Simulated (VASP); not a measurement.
# Zn (Im-3m) in VASP: notebook

Runs on Zn. Level: LDA. Tasks: single point, relaxation of cell and atoms.

Everything below comes from runs of VASP 6.6.1. Logs are shortened: lines on timing, memory, paths and dates and some standing lists are left out, and cuts for length are marked.

**1. The cell of the first run**

Symmetry: Im-3m, No. 229, cubic system. The conventional cell has a = 3.011 Å, b = 3.011 Å, c = 3.011 Å, α = 90.00°, β = 90.00°, γ = 90.00°. Zn (site symmetry m-3m) has 14 Zn at 2.61 to 3.01 Å within 3.4 Å.

**2. Single point, LDA**

INCAR reads:

```
  PREC = Accurate
  ENCUT = 520
  EDIFF = 1E-7
  ISMEAR = 0
  SIGMA = 0.1
  LREAL = F
  LASPH = T
  NELM = 100
  ALGO = Normal
  ISIF = 2
  LWAVE = F
  LCHARG = F
  NBANDS = 12
```

KPOINTS reads:

```
regular mesh
0
Gamma
  20 20 20
```

POSCAR reads:

```
Zn
1.0
   -1.5056386871      1.5056386871      1.5056386871
    1.5056386871     -1.5056386871      1.5056386871
    1.5056386871      1.5056386871     -1.5056386871
Zn
1
Direct
    0.0000000000      0.0000000000      0.0000000000
```

Potentials or basis: VASP PAW LDA potentials, release 64 (Zn).

The run is started by

```console
$ cat potpaw_LDA.64/Zn/POTCAR > POTCAR
$ mpirun -np 1 vasp_std > vasp.out
```

OUTCAR:

```text
PREC = Accurate
   ENCUT = 520
   EDIFF = 1E-7
   ISMEAR = 0
   LREAL = F
   LASPH = T
   NELM = 100
   ISIF = 2

 ion  position               nearest neighbor table
   1  0.000  0.000  0.000-

  LATTYP: Found a body centered cubic cell.
 ALAT       =     3.0112773742

  Lattice vectors:

 A1 = (  -1.5056386871,   1.5056386871,   1.5056386871)
 A2 = (   1.5056386871,  -1.5056386871,   1.5056386871)
 A3 = (   1.5056386871,   1.5056386871,  -1.5056386871)

Analysis of symmetry for initial positions (statically):
=====================================================================
 Subroutine PRICEL returns:
 Original cell was already a primitive cell.

 Routine SETGRP: Setting up the symmetry group for a
 body centered cubic supercell.

 Subroutine GETGRP returns: Found 48 space group operations
 (whereof 48 operations were pure point group operations)
 out of a pool of 48 trial point group operations.

The static configuration has the point symmetry O_h .

Analysis of symmetry for dynamics (positions and initial velocities):
=====================================================================
 Subroutine PRICEL returns:
 Original cell was already a primitive cell.

 Routine SETGRP: Setting up the symmetry group for a
 body centered cubic supercell.

 Subroutine GETGRP returns: Found 48 space group operations
 (whereof 48 operations were pure point group operations)
 out of a pool of 48 trial point group operations.

The dynamic configuration has the point symmetry O_h .

 Subroutine INISYM returns: Found 48 space group operations
 (whereof 48 operations are pure point group operations),
 and found     1 'primitive' translations

----------------------------------------------------------------------------------------

                                     Primitive cell

  volume of cell :      13.6528

  direct lattice vectors                    reciprocal lattice vectors
    -1.505638687  1.505638687  1.505638687     0.000000000  0.332084984  0.332084984
     1.505638687 -1.505638687  1.505638687     0.332084984  0.000000000  0.332084984
     1.505638687  1.505638687 -1.505638687     0.332084984  0.332084984  0.000000000

  length of vectors
     2.607842704  2.607842704  2.607842704     0.469639089  0.469639089  0.469639089

  position of ions in fractional coordinates (direct lattice)
     0.000000000  0.000000000  0.000000000

  ion indices of the primitive-cell ions
   primitive index   ion index
                 1           1

----------------------------------------------------------------------------------------

 KPOINTS: regular mesh

Automatic generation of k-mesh.
 Grid dimensions read from file:
 generate k-points for:   20   20   20

 Generating k-lattice:

  Cartesian coordinates                     Fractional coordinates (reciprocal lattice)
     0.000000000  0.016604249  0.016604249     0.050000000  0.000000000  0.000000000
     0.016604249  0.000000000  0.016604249     0.000000000  0.050000000  0.000000000
     0.016604249  0.016604249  0.000000000     0.000000000  0.000000000  0.050000000

  Length of vectors
     0.023481954  0.023481954  0.023481954

  Shift w.r.t. Gamma in fractional coordinates (k-lattice)
     0.000000000  0.000000000  0.000000000

 Subroutine IBZKPT returns following result:
 ===========================================

 Found    256 irreducible k-points:

 Following reciprocal coordinates:
            Coordinates               Weight
  0.000000  0.000000  0.000000      1.000000
  0.050000  0.000000  0.000000     12.000000
  0.100000  0.000000  0.000000     12.000000
  0.150000  0.000000  0.000000     12.000000
  0.200000  0.000000  0.000000     12.000000
  0.250000  0.000000  0.000000     12.000000
[... 16 lines left out ...]
  0.200000  0.100000  0.000000     48.000000
  0.250000  0.100000  0.000000     48.000000
 [... further k-points ...]
   k-points           NKPTS =    256   k-points in BZ     NKDIM =    256   number of bands    NBANDS=     12
   number of dos      NEDOS =    301   number of ions     NIONS =      1
   total plane-waves  NPLWV =   8000
   dimension x,y,z NGX =    20 NGY =   20 NGZ =   20
   dimension x,y,z NGXF=    40 NGYF=   40 NGZF=   40
   ions per type =               1
   NGX,Y,Z   is equivalent  to a cutoff of  12.75, 12.75, 12.75 a.u.
   NGXF,Y,Z  is equivalent  to a cutoff of  25.50, 25.50, 25.50 a.u.
 SYSTEM =  unknown system
   PREC   = accura    normal or accurate (medium, high low for compatibility)
   ISTART =      0    job   : 0-new  1-cont  2-samecut
   ICHARG =      2    charge: 1-file 2-atom 10-const
   ISPIN  =      1    spin polarized calculation?
   LNONCOLLINEAR =      F non collinear calculations
   LSORBIT =      F    spin-orbit coupling
   LASPH  =      T    aspherical Exc in radial PAW
   ENCUT  =  520.0 eV  38.22 Ry    6.18 a.u.   4.85  4.85  4.85*2*pi/ulx,y,z
   NELM   =    100;   NELMIN=  2; NELMDL= -5     # of ELM steps
   EDIFF  = 0.1E-06   stopping-criterion for ELM
   LREAL  =      F    real-space projection
   EDIFFG = 0.1E-05   stopping-criterion for IOM
   NSW    =      0    number of steps for IOM
   IBRION =     -1    ionic relax: 0-MD 1-quasi-New 2-CG
   NFREE  =      0    steps in history (QN), initial steepest desc. (CG)
   ISIF   =      2    stress and relaxation
   ISYM   =      2    0-nonsym 1-usesym 2-fastsym
   POTIM  = 0.5000    time-step for ionic-motion
   TEBEG  =    0.0;   TEEND  =   0.0 temperature during run
   PSTRESS=    0.0 pullay stress
   NELECT =      12.0000    total number of electrons
   NUPDOWN=      -1.0000    fix difference up-down
   EMIN   =  10.00;   EMAX   =-10.00  energy-range for DOS
   EFERMI =   0.00;   METHOD = LEGACY
   ISMEAR =     0;   SIGMA  =   0.10  broadening in eV -4-tet -1-fermi 0-gaus
   EFERMI_NEDOS =   21; number of points for ismear=-14 and -15
   IALGO  =     38    algorithm
   IMIX   =      4    mixing-type and parameters
     AMIX     =   0.40;   BMIX     =  1.00
     AMIX_MAG =   1.60;   BMIX_MAG =  1.00
  volume/ion in A,a.u.               =      13.65        92.13
  Fermi-wavevector in a.u.,A,eV,Ry     =   1.568175  2.963421 33.459071  2.459172
  Thomas-Fermi vector in A             =   2.670245
   LORBIT       =      0    0 simple, 1 ext, 2 COOP (PROOUT), +10 PAW based schemes
   GGA     = CA    functional components
   LHFCALC =     F    Hartree Fock is set to
   AEXX    =    0.0000 exact exchange contribution
   IVDW    =     0    specifies the selected vdW correction
   LEPSILON=     F    determine dielectric tensor
   LRPA    =     F    only Hartree local field effects (RPA)
 non-spin polarized calculation
 Gauss-broadening in eV      SIGMA  =   0.10
  energy-cutoff  :      520.00
  volume of cell :       13.65
 maximum number of plane-waves:       378
   NGX =  9   NGY =  9   NGZ =  9

 number of electron      11.9999987 magnetization

 Free energy of the ion-electron system (eV)
  ---------------------------------------------------
  ext. energy  EPLUGINS =         0.00000000
  ---------------------------------------------------
  free energy    TOTEN  =        -1.77826611 eV

  energy without entropy =       -1.77694199  energy(sigma->0) =       -1.77760405

 E-fermi :   3.9261     XC(G=0): -12.4866

 val. band max:        3.9073968251   @ k =  -0.4000  -0.4000   0.0500
 cond. band min:       3.9454459673   @ k =  -0.4500  -0.4500   0.1500
 fundamental gap:      0.0380491422
 Fermi energy:         3.9261409596

 k-point     1 :       0.0000    0.0000    0.0000
  band No.  band energies     occupation
      1      -7.5755      2.00000
      2      -4.4075      2.00000
      3      -4.4075      2.00000
      4      -4.4075      2.00000
      5      -3.7809      2.00000
      6      -3.7809      2.00000
      7      24.6715      0.00000
      8      24.6715      0.00000
      9      24.6715      0.00000
     10      25.7443      0.00000
     11      25.7443      0.00000
     12      25.7443      0.00000

 k-point     2 :       0.0500    0.0000    0.0000
  band No.  band energies     occupation
      1      -7.4894      2.00000
      2      -4.4169      2.00000
      3      -4.4056      2.00000
      4      -4.3844      2.00000
      5      -3.7901      2.00000
      6      -3.7803      2.00000
      7      23.1887      0.00000
      8      23.9136      0.00000
      9      24.1771      0.00000
     10      25.0417      0.00000
     11      25.1248      0.00000
     12      25.5937      0.00000

 k-point     3 :       0.1000    0.0000    0.0000
  band No.  band energies     occupation
      1      -7.2339      2.00000
      2      -4.4443      2.00000
      3      -4.3998      2.00000
      4      -4.3168      2.00000
      5      -3.8139      2.00000
      6      -3.7784      2.00000
      7      20.4767      0.00000
      8      22.5631      0.00000
      9      23.0164      0.00000
     10      24.1312      0.00000
     11      24.4848      0.00000
     12      25.7791      0.00000
[... 286 lines left out ...]
 k-point    23 :       0.2000    0.1000    0.0000
  band No.  band energies     occupation
      1      -5.5295      2.00000
      2      -4.5776      2.00000
      3      -4.3559      2.00000
      4      -3.8969      2.00000
      5      -3.7792      2.00000
      6      -3.6106      2.00000
      7      12.7588      0.00000
      8      15.8819      0.00000
      9      18.7500      0.00000
     10      23.2089      0.00000
     11      25.3979      0.00000
     12      26.8263      0.00000

 k-point    24 :       0.2500    0.1000    0.0000
  band No.  band energies     occupation
      1      -5.2045      2.00000
      2      -4.6362      2.00000
      3      -4.1311      2.00000
      4      -3.8864      2.00000
      5      -3.7373      2.00000
      6      -3.1389      2.00000
      7      10.3667      0.00000
      8      15.0804      0.00000
      9      17.9438      0.00000
     10      22.6967      0.00000
     11      25.3044      0.00000
     12      27.3854      0.00000

 [... further k-points ...]

------------------------ aborting loop because EDIFF is reached ----------------------------------------

  FORCE on cell =-STRESS in cart. coord.  units (eV):
  Direction    XX          YY          ZZ          XY          YZ          ZX
  --------------------------------------------------------------------------------------
  -------------------------------------------------------------------------------------
  Total        0.0534952      0.0534952      0.0534952      0.0000000      0.0000000     -0.0000000
  in kB        6.2777344      6.2777344      6.2777344      0.0000000      0.0000000     -0.0000000
  external PRESSURE =       6.2777344 kB  Pullay stress =       0.0000000 kB

 VOLUME and BASIS-vectors are now :
 -----------------------------------------------------------------------------
  energy-cutoff  :      520.00
  volume of cell :       13.65
      direct lattice vectors                 reciprocal lattice vectors
    -1.505638687  1.505638687  1.505638687     0.000000000  0.332084984  0.332084984
     1.505638687 -1.505638687  1.505638687     0.332084984  0.000000000  0.332084984
     1.505638687  1.505638687 -1.505638687     0.332084984  0.332084984  0.000000000

 POSITION                                       TOTAL-FORCE (eV/Angst)
 -----------------------------------------------------------------------------------
      0.00000      0.00000      0.00000        -0.000000      0.000000      0.000000
 -----------------------------------------------------------------------------------
    total drift:                                0.000000     -0.000000      0.000000

  FREE ENERGIE OF THE ION-ELECTRON SYSTEM (eV)
  ---------------------------------------------------
  free  energy   TOTEN  =        -1.7782661075 eV

  energy  without entropy=       -1.7769419896  energy(sigma->0) =       -1.77760405
```

It took 13 s on 1 thread of Intel Xeon 6975P-C (Granite Rapids), shared host; peak memory 0.14 GiB.

What came out:

* Free energy: -1.7783 eV
* Pressure: 0.6 GPa
* Band gap on the k mesh: zero (band 6 reaches 8.15 eV, above the bottom of band 7 at 3.00 eV)

**3. Single point, LDA**

INCAR reads:

```
PREC = Accurate ; ENCUT = 520
EDIFF = 1E-6 ; ISMEAR = 0
SIGMA = 0.15 ; LREAL = F
LASPH = T ; NELM = 80
ALGO = Normal ; ISIF = 2
LWAVE = F ; LCHARG = F
NBANDS = 12
```

KPOINTS reads:

```
Automatic mesh
0
Gamma
  20 20 20
```

POSCAR is that of step 2.

Potentials or basis: VASP PAW LDA potentials, release 64 (Zn).

The run is started by

```console
$ cat potpaw_LDA.64/Zn/POTCAR > POTCAR
$ mpirun -np 1 vasp_std > vasp.out
```

Run time: 12 s. Hardware: 1 thread of Intel Xeon 6975P-C (Granite Rapids), shared host; peak memory 0.14 GiB.

The run converged. Its results:

* Free energy: -1.7791 eV
* Pressure: 0.8 GPa
* Band gap on the k mesh: zero (band 6 reaches 8.15 eV, above the bottom of band 7 at 3.00 eV)

Levels at points of the mesh, in eV from the Fermi level:
```
           k point  band 2  band 3  band 4  band 5  band 6  band 7  band 8  band 9  band 10  band 11
(0.00, 0.00, 0.00)   -8.33   -8.33   -8.33   -7.70   -7.70   20.75   20.75   20.75    21.82    21.82
(0.50, 0.00, 0.00)   -8.71   -7.73   -7.66   -7.29   -3.27   -0.92   12.08   13.40    16.30    18.20
(0.50, 0.50, 0.50)   -9.04   -7.39   -7.39   -7.39    4.23    4.23    4.23    8.69     9.05     9.05
```

**4. Single point, LDA**

INCAR reads:

```
SYSTEM = Zn
  ALGO = Fast
  EDIFF = 1E-6
  ENCUT = 520
  GGA = CA
  ISIF = 2
  ISMEAR = 0
  LASPH = .True.
  LCHARG = .False.
  LREAL = .False.
  LWAVE = .False.
  NBANDS = 12
  NELM = 60
  PREC = Accurate
  SIGMA = 0.15
```

KPOINTS reads:

```
k-points
0
Gamma
  22 22 22
  0 0 0
```

POSCAR is that of step 3.

The run is started by

```console
$ cat potpaw_LDA.64/Zn/POTCAR > POTCAR
$ mpirun -np 1 vasp_std > vasp.out
```

Wall time 16 s (1 thread of Intel Xeon 6975P-C (Granite Rapids), shared host); peak memory 0.16 GiB.

The run converged. Its results:

```
Free energy            : -1.7761 eV
Pressure               : 0.9 GPa
Band gap on the k mesh : zero (band 6 reaches 8.15 eV, above the bottom of band 7 at 3.00 eV)
```

Levels at points of the mesh, in eV from the Fermi level:
| k point | band 2 | band 3 | band 4 | band 5 | band 6 | band 7 | band 8 | band 9 | band 10 | band 11 |
| --- | --- | --- | --- | --- | --- | --- | --- | --- | --- | --- |
| (0.00, 0.00, 0.00) | -8.33 | -8.33 | -8.33 | -7.71 | -7.71 | 20.74 | 20.74 | 20.74 | 21.82 | 21.82 |
| (0.50, 0.00, 0.00) | -8.72 | -7.74 | -7.67 | -7.29 | -3.27 | -0.93 | 12.07 | 13.40 | 16.29 | 18.19 |
| (0.50, 0.50, 0.50) | -9.04 | -7.39 | -7.39 | -7.39 | 4.22 | 4.22 | 4.22 | 8.69 | 9.04 | 9.04 |

(Continued in part 2 of 3.)
